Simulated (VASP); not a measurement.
Set up this calculation in VASP 6.6.1, as the native input.

* Task: relaxation of cell and atoms
* Functional: PBEsol
* Potentials or basis: VASP PAW PBE potentials, release 64 (Hg, Te)
* Cutoff: 600 eV
* k mesh: 6 × 6 × 6
* Occupations: gaussian, width 0.1 eV
* Spin: no spin polarisation
* Dipole correction: no
* Further INCAR settings: ALGO = Normal; EDIFF = 1e-06; IBRION = 2; EDIFFG = -0.05; NSW = 80; ISIF = 3

The structure of HgTe lies in POSCAR:

```
HgTe
1.0
    0.0000000000      3.0057586519      3.0057586519
    3.0057586519      0.0000000000      3.0057586519
    3.0057586519      3.0057586519      0.0000000000
Hg Te
1 1
Direct
    0.0000000000      0.0000000000      0.0000000000
    0.2500000000      0.2500000000      0.2500000000
```

One way to write it, as run:

INCAR

```
SYSTEM = HgTe
ALGO = Normal
EDIFF = 1E-6
EDIFFG = -0.05
ENCUT = 600
GGA = PS
IBRION = 2
ISIF = 3
ISMEAR = 0
LASPH = .True.
LCHARG = .False.
LREAL = .False.
LWAVE = .False.
NELM = 100
NSW = 80
PREC = Accurate
SIGMA = 0.1
```

KPOINTS

```
k-points
0
Gamma
  6 6 6
  0 0 0
```

Potentials or basis: VASP PAW PBE potentials, release 64 (Hg, Te).

Launch:

```bash
$ cat potpaw_PBE.64/Hg/POTCAR potpaw_PBE.64/Te/POTCAR > POTCAR
$ mpirun -np 1 vasp_std > vasp.out
```

It gave:

```
Relaxed volume                         : 34.66 Å³/atom
Relaxed cell                           : a = 4.611 Å, b = 4.611 Å, c = 4.611 Å, α = 60.00°, β = 60.00°, γ = 60.00°
Space group after relaxing (to 0.05 Å) : F-43m (No. 216)
Energy gained by relaxing              : 347.5 meV/atom
Ionic steps                            : 3
Pressure after relaxing                : 0.0 GPa
Band gap on the k mesh                 : zero (filled and empty bands touch)
```

Caveat: the volume moved by over 15 % at a fixed basis, so the end points are rough; the PAW data sets were made with another functional, which shifts forces and pressure a little; spin-orbit coupling is left out, which moves the levels of the heavy elements.

Run time: 44 s on 1 thread of Intel Xeon 6975P-C, with other jobs on the host, peak memory 0.22 GiB.
